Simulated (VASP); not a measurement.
The system is MnSb.

```
CELL_PARAMETERS angstrom
0.00000 2.79502 2.79502
2.79502 0.00000 2.79502
2.79502 2.79502 0.00000
ATOMIC_POSITIONS crystal
Sb 0.50000 0.50000 0.50000
Mn 0.00000 0.00000 0.00000
```

Program: VASP 6.6.1. Alike in all runs: task single point; level PBE; potentials or basis VASP PAW PBE potentials, release 64 (Sb, Mn_pv); cell as given; k mesh 7 × 7 × 7; cutoff (eV) 520; smearing fermi-dirac 0.05 eV.

Order these runs on this cell by their pressure, lowest first.
A. spin collinear, ferromagnetic start; fixed moment (μB) 3.0
B. spin collinear, ferromagnetic start; fixed moment (μB) 8.0
C. spin collinear, zero start; fixed moment (μB) 0.0
D. spin collinear, ferromagnetic start; fixed moment (μB) 1.0
E. spin collinear, ferromagnetic start; fixed moment (μB) 2.0

C (-14.0 GPa), D (-12.1 GPa), E (-9.4 GPa), A (-4.9 GPa), B (38.5 GPa).

Caveats: the total moment is fixed, so each spin has its own Fermi level; a cell with one magnetic atom can't hold antiferromagnetic order, which such compounds often take (some runs).
